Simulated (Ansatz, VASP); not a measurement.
## One calculation of TlBr, two programs

```xyz
2
Lattice="3.9462 0.0000 0.0000 0.0000 3.9462 0.0000 0.0000 0.0000 3.9462" Properties=species:S:1:pos:R:3 pbc="T T T"
Tl    0.0000    0.0000    0.0000
Br    1.9731    1.9731    1.9731
```

Alike in both runs: task single point; functional r2SCAN; k mesh 4 × 4 × 4; no spin polarisation.

```csv
,VASP,Ansatz
version,VASP 6.6.1,Ansatz 0.2.0
potentials or method,"VASP PAW PBE potentials, release 64 (Tl_d, Br)","plane waves, PAW"
plane-wave cutoff (eV),550,500
occupations,"gaussian, width 0.01 eV",fixed
valence electrons in the cell,20,20
```

|  | VASP | Ansatz | Ansatz less VASP |
| --- | --- | --- | --- |
| gap on the k mesh at the Fermi level (eV) | 2.23 | 2.22 | -0.006 |
| pressure (GPa) | 1.1 | 1.1 | +0.03 |

VASP's potentials were made for PBE, not for r2SCAN.

Neither program's run includes spin-orbit coupling.
